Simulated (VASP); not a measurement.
P: single point with PBEsol+D3(BJ)

P:

```
CELL_PARAMETERS angstrom
2.39048 0.00000 0.04482
0.00000 2.39048 0.00000
0.04482 0.00000 2.39065
ATOMIC_POSITIONS crystal
P 0.00000 0.00000 0.00000
```

This cell differs from its parent crystal: strain +0.0375 x Voigt [0, 0, 0, 0, 1, 0].

| Property | Result |
| --- | --- |
| Program | VASP 6.6.1 |
| Task | single point |
| Functional | PBEsol |
| Dispersion | D3(BJ) |
| Potentials or basis | VASP PAW PBE potentials, release 64 (P) |
| Cutoff | 520 eV |
| k mesh | 24 × 24 × 24 |
| Occupations | gaussian, width 0.15 eV |
| Spin | no spin polarisation |

The pressure is 0.2 GPa, the band gap on the k mesh is zero (an odd number of electrons rules out a gap without spin polarisation) and the dispersion energy per atom is -0.415 eV.

Stress tensor (GPa, compression positive):
```
 0.13  0.00 -2.27
 0.00  0.24  0.00
-2.27  0.00  0.11
```

Levels at points of the mesh, in eV from the Fermi level:
```
           k point  band 1  band 2  band 3  band 4  band 5  band 6  band 7  band 8
(0.00, 0.00, 0.00)  -17.19    5.23    5.36    5.51    6.74    6.77   14.85   25.20
(0.50, 0.00, 0.00)  -12.50   -9.28    8.40    8.47    9.44   14.63   14.63   17.14
(0.00, 0.50, 0.00)  -12.50   -9.29    8.34    8.63    9.51   14.52   14.78   17.09
(0.50, 0.50, 0.00)   -7.38   -5.60   -5.60    0.47   11.30   16.94   17.30   18.44
(0.00, 0.00, 0.50)  -12.50   -9.28    8.40    8.47    9.44   14.63   14.63   17.15
(0.50, 0.00, 0.50)   -7.42   -5.96   -5.23    0.51   11.35   17.09   17.64   17.97
(0.00, 0.50, 0.50)   -7.38   -5.60   -5.60    0.47   11.30   16.94   17.30   18.44
(0.50, 0.50, 0.50)   -2.58   -2.26   -1.89   -0.92    4.06    4.46    4.78   10.74
```

Wall time 4.7 min on 1 thread of Intel Xeon 8259CL, on a shared host, peak memory 0.43 GiB.

Caveat: the cell differs from its parent crystal (strain +0.0375 x Voigt [0, 0, 0, 0, 1, 0]); the PAW data sets were made with another functional, which shifts forces and pressure a little.
